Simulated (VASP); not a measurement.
# Pb (Im-3m) in VASP: further runs, part 2 of 2

VASP 6.6.1. The steps go on from the part before.

**5. Single point, LDA (volume scaled by 1.12)**

INCAR

```
PREC = Accurate
ENCUT = 520
EDIFF = 1E-7
ISMEAR = -1
SIGMA = 0.1
LREAL = F
LASPH = T
NELM = 100
ALGO = Normal
ISIF = 2
LWAVE = F
LCHARG = T
LELF = T
LVHAR = T
NBANDS = 13
```

KPOINTS

```
Automatic mesh
0
Gamma
  13 13 13
```

POSCAR

```
Pb
1.0
   -2.0088085126      2.0088085126      2.0088085126
    2.0088085126     -2.0088085126      2.0088085126
    2.0088085126      2.0088085126     -2.0088085126
Pb
1
Direct
    0.0000000000      0.0000000000      0.0000000000
```

Potentials or basis: VASP PAW LDA potentials, release 64 (Pb_d).

The run is started by

```
$ cat potpaw_LDA.64/Pb_d/POTCAR > POTCAR
$ mpirun -np 1 vasp_std > vasp.out
```

OUTCAR:

```text
PREC = Accurate
   ENCUT = 520
   EDIFF = 1E-7
   ISMEAR = -1
   LREAL = F
   LASPH = T
   NELM = 100
   ISIF = 2

 ion  position               nearest neighbor table
   1  0.000  0.000  0.000-

  LATTYP: Found a body centered cubic cell.
 ALAT       =     4.0176170252

  Lattice vectors:

 A1 = (  -2.0088085126,   2.0088085126,   2.0088085126)
 A2 = (   2.0088085126,  -2.0088085126,   2.0088085126)
 A3 = (   2.0088085126,   2.0088085126,  -2.0088085126)

Analysis of symmetry for initial positions (statically):
=====================================================================
 Subroutine PRICEL returns:
 Original cell was already a primitive cell.

 Routine SETGRP: Setting up the symmetry group for a
 body centered cubic supercell.

 Subroutine GETGRP returns: Found 48 space group operations
 (whereof 48 operations were pure point group operations)
 out of a pool of 48 trial point group operations.

The static configuration has the point symmetry O_h .

Analysis of symmetry for dynamics (positions and initial velocities):
=====================================================================
 Subroutine PRICEL returns:
 Original cell was already a primitive cell.

 Routine SETGRP: Setting up the symmetry group for a
 body centered cubic supercell.

 Subroutine GETGRP returns: Found 48 space group operations
 (whereof 48 operations were pure point group operations)
 out of a pool of 48 trial point group operations.

The dynamic configuration has the point symmetry O_h .

 Subroutine INISYM returns: Found 48 space group operations
 (whereof 48 operations are pure point group operations),
 and found     1 'primitive' translations

----------------------------------------------------------------------------------------

                                     Primitive cell

  volume of cell :      32.4247

  direct lattice vectors                    reciprocal lattice vectors
    -2.008808513  2.008808513  2.008808513     0.000000000  0.248903764  0.248903764
[... 112 lines left out ...]
   IVDW    =     0    specifies the selected vdW correction
   LEPSILON=     F    determine dielectric tensor
   LRPA    =     F    only Hartree local field effects (RPA)
 non-spin polarized calculation
  energy-cutoff  :      520.00
  volume of cell :       32.42
 maximum number of plane-waves:       911
 NGX is ok and might be reduce to    28
   NGX = 13   NGY = 13   NGZ = 13

 number of electron      13.9999997 magnetization

 Free energy of the ion-electron system (eV)
  ---------------------------------------------------
  ext. energy  EPLUGINS =         0.00000000
  ---------------------------------------------------
  free energy    TOTEN  =        -4.17634533 eV

  energy without entropy =       -4.15732341  energy(sigma->0) =       -4.16683437

 E-fermi :   6.2762     XC(G=0): -10.1419

 val. band max:        6.2277876961   @ k =   0.3077   0.2308   0.0000
 cond. band min:       6.2888696609   @ k =  -0.3077   0.3077   0.2308
 fundamental gap:      0.0610819648
 Fermi energy:         6.2761609325

 k-point     1 :       0.0000    0.0000    0.0000
  band No.  band energies     occupation
      1     -10.7405      2.00000
      2     -10.7405      2.00000
      3     -10.7405      2.00000
      4     -10.5387      2.00000
      5     -10.5387      2.00000
      6      -5.0571      2.00000
      7      13.2599      0.00000
      8      13.2599      0.00000
      9      13.2599      0.00000
     10      17.2686      0.00000
     11      17.3315      0.00000
     12      17.3315      0.00000
     13      17.3315      0.00000
[... 354 lines left out ...]
  band No.  band energies     occupation
      1     -10.7753      2.00000
      2     -10.7180      2.00000
      3     -10.5631      2.00000
      4     -10.5456      2.00000
      5     -10.5199      2.00000
      6      -3.1103      2.00000
      7       5.6513      1.99614
      8       9.1808      0.00000
      9      10.4088      0.00000
     10      15.9763      0.00000
     11      16.9883      0.00000
     12      18.5066      0.00000
     13      19.8988      0.00000

 [... further k-points ...]

------------------------ aborting loop because EDIFF is reached ----------------------------------------

  FORCE on cell =-STRESS in cart. coord.  units (eV):
  Direction    XX          YY          ZZ          XY          YZ          ZX
  --------------------------------------------------------------------------------------
  -------------------------------------------------------------------------------------
  Total       -0.9041815     -0.9041815     -0.9041815     -0.0000000     -0.0000000     -0.0000000
  in kB      -44.6776758    -44.6776758    -44.6776758     -0.0000000     -0.0000000     -0.0000000
  external PRESSURE =     -44.6776758 kB  Pullay stress =       0.0000000 kB

 VOLUME and BASIS-vectors are now :
 -----------------------------------------------------------------------------
  energy-cutoff  :      520.00
  volume of cell :       32.42
      direct lattice vectors                 reciprocal lattice vectors
    -2.008808513  2.008808513  2.008808513     0.000000000  0.248903764  0.248903764
     2.008808513 -2.008808513  2.008808513     0.248903764  0.000000000  0.248903764
     2.008808513  2.008808513 -2.008808513     0.248903764  0.248903764  0.000000000

 POSITION                                       TOTAL-FORCE (eV/Angst)
 -----------------------------------------------------------------------------------
      0.00000      0.00000      0.00000        -0.000000      0.000000     -0.000000
 -----------------------------------------------------------------------------------
    total drift:                               -0.000000     -0.000000     -0.000000

  FREE ENERGIE OF THE ION-ELECTRON SYSTEM (eV)
  ---------------------------------------------------
  free  energy   TOTEN  =        -4.1763453301 eV

  energy  without entropy=       -4.1573234146  energy(sigma->0) =       -4.16683437
```

OSZICAR:

```text
N       E                     dE             d eps       ncg     rms          rms(c)
DAV:   1     0.107632155084E+03    0.10763E+03   -0.70847E+03  2204   0.122E+03
DAV:   2     0.118348601297E+01   -0.10645E+03   -0.10319E+03  2304   0.308E+02
DAV:   3    -0.405533222521E+01   -0.52388E+01   -0.52225E+01  2699   0.739E+01
DAV:   4    -0.418459204564E+01   -0.12926E+00   -0.12924E+00  2624   0.125E+01
DAV:   5    -0.419039086854E+01   -0.57988E-02   -0.57987E-02  3007   0.244E+00    0.497E-01
DAV:   6    -0.417933503132E+01    0.11056E-01   -0.14924E-02  2794   0.205E+00    0.246E-01
DAV:   7    -0.417654058113E+01    0.27945E-02   -0.59054E-03  2755   0.119E+00    0.860E-02
DAV:   8    -0.417634526675E+01    0.19531E-03   -0.33987E-04  3003   0.321E-01    0.949E-03
DAV:   9    -0.417634515028E+01    0.11646E-06   -0.10435E-05  2867   0.531E-02    0.386E-03
DAV:  10    -0.417634532996E+01   -0.17967E-06   -0.92396E-07  2892   0.150E-02    0.145E-04
DAV:  11    -0.417634533012E+01   -0.15848E-09   -0.16353E-08  1517   0.128E-03
   1 F= -.41763453E+01 E0= -.41668344E+01  d E =-.190219E-01
```

It took 17 s on 1 thread of Intel Xeon Platinum 8488C (Sapphire Rapids), shared host; peak memory 0.16 GiB.

Results:

```yaml
Free_energy: -4.1763 eV
Pressure: -4.5 GPa
Band_gap_on_the_k_mesh: zero (band 7 reaches 13.26 eV, above the bottom of band 8 at 4.51 eV)
```

Caveat: the cell differs from its parent crystal (volume scaled by 1.12); spin-orbit coupling is left out, which moves the levels of the heavy elements.

**6. Relaxation of cell and atoms, LDA**

This run uses another cell than the first one, of 30.33 Å³/atom, 1.139 times its volume.

INCAR

```
PREC = Accurate
ENCUT = 600
EDIFF = 1E-6
ISMEAR = -1
SIGMA = 0.1
LREAL = F
LASPH = T
NELM = 80
ALGO = Normal
ISIF = 3
LWAVE = F
LCHARG = F
IBRION = 2
NSW = 80
EDIFFG = -0.01
```

KPOINTS

```
Automatic mesh
0
Gamma
  11 11 11
```

POSCAR

```
Pb
1.0
   -1.9646072269      1.9646072269      1.9646072269
    1.9646072269     -1.9646072269      1.9646072269
    1.9646072269      1.9646072269     -1.9646072269
Pb
1
Direct
    0.0000000000      0.0000000000      0.0000000000
```

Potentials or basis: VASP PAW LDA potentials, release 64 (Pb_d).

The run is started by

```
$ cat potpaw_LDA.64/Pb_d/POTCAR > POTCAR
$ mpirun -np 1 vasp_std > vasp.out
```

Run time: 21 s. Hardware: 1 thread of Intel Xeon Platinum 8488C (Sapphire Rapids), shared host; peak memory 0.16 GiB.

The run converged. Its results:

| Item | Value |
| --- | --- |
| Free energy | -4.2292 eV |
| Relaxed volume | 29.03 Å³/atom |
| Relaxed cell | a = 3.353 Å, b = 3.353 Å, c = 3.353 Å, α = 109.47°, β = 109.47°, γ = 109.47° |
| Space group after relaxing (to 0.05 Å) | Im-3m (No. 229) |
| Energy gained by relaxing | 8.7 meV/atom |
| Ionic steps | 3 |
| Pressure after relaxing | 0.0 GPa |
| Band gap on the k mesh | zero (band 7 reaches 15.47 eV, above the bottom of band 8 at 5.40 eV) |

The path:
```csv
step,energy change (eV),largest force (eV/Å),pressure (GPa),volume (Å³)
1,0.0000,0.0000,-2.06,30.33
2,-0.0079,0.0000,0.72,28.65
3,-0.0087,0.0000,-0.02,29.03
```

Final structure:
```
Pb
1.0
    -1.93608    1.93608    1.93608
     1.93608   -1.93608    1.93608
     1.93608    1.93608   -1.93608
Pb
1
Direct
  0.00000 0.00000 0.00000
```

Levels at points of the mesh, in eV from the Fermi level:
| k point | band 5 | band 6 | band 7 | band 8 | band 9 | band 10 |
| --- | --- | --- | --- | --- | --- | --- |
| (0.00, 0.00, 0.00) | -16.86 | -12.10 | 7.93 | 7.93 | 7.93 | 11.19 |

Caveat: spin-orbit coupling is left out, which moves the levels of the heavy elements.

**7. The runs side by side**

```csv
task,cell,k mesh,cutoff (eV),gap on the mesh (eV),pressure (GPa)
single point,"a = 3.259 Å, angles 109.5°, 1 atom",13 × 13 × 13,520,none,5.3
single point,"a = 3.305 Å, angles 109.5°, 1 atom",13 × 13 × 13,520,none,2.4
single point,"a = 3.350 Å, angles 109.5°, 1 atom",13 × 13 × 13,520,none,0.0
single point,"a = 3.479 Å, angles 109.5°, 1 atom",13 × 13 × 13,520,none,-4.5
relaxation of cell and atoms,"relaxed from a = 3.403 Å, angles 109.5°, 1 atom",11 × 11 × 11,600,none,0.0
```

Alike in all rows: level LDA; potentials or basis VASP PAW LDA potentials, release 64 (Pb_d); no spin polarisation; smearing fermi-dirac 0.1 eV.

Caveats: spin-orbit coupling is left out, which moves the levels of the heavy elements.

Absolute energies hang on the potentials; compare differences alone.
